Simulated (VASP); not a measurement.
Wanted: the native input for a VASP 6.6.1 run.

| Item | Value |
| --- | --- |
| Task | single point |
| Functional | PBE |
| Potentials or basis | VASP PAW PBE potentials, release 64 (Co, Si) |
| Cutoff | 520 eV |
| k mesh | 14 × 14 × 14 |
| Occupations | gaussian, width 0.1 eV |
| Spin | no spin polarisation |
| Dipole correction | no |
| Further INCAR settings | ALGO = Normal; EDIFF = 1e-07; NBANDS = 16 |

The structure of CoSi2 lies in POSCAR:

```
CoSi2
1.0
    0.0000000000      2.6797904853      2.6797904853
    2.6797904853      0.0000000000      2.6797904853
    2.6797904853      2.6797904853      0.0000000000
Co Si
1 2
Direct
    0.0000000000      0.0000000000      0.0000000000
    0.7500000000      0.7500000000      0.7500000000
    0.2500000000      0.2500000000      0.2500000000
```

One way to write it, as run:

INCAR

```
SYSTEM = CoSi2
  PREC = Accurate
  ENCUT = 520
  EDIFF = 1E-7
  ISMEAR = 0
  SIGMA = 0.1
  LREAL = .FALSE.
  LASPH = .TRUE.
  NELM = 100
  ALGO = Normal
  ISIF = 2
  LWAVE = .FALSE.
  LCHARG = .FALSE.
  GGA = PE
  NBANDS = 16
```

KPOINTS

```
Automatic mesh
0
G
  14 14 14
  0 0 0
```

Potentials or basis: VASP PAW PBE potentials, release 64 (Co, Si).

The run is started by

```sh
$ cat potpaw_PBE.64/Co/POTCAR potpaw_PBE.64/Si/POTCAR > POTCAR
$ mpirun -np 1 vasp_std > vasp.out
```

Results of the run:

The pressure is -0.1 GPa.

It took 27 s on 1 thread of Intel(R) Xeon(R) 6975P-C (Granite Rapids), on a shared host, peak memory 0.19 GiB.
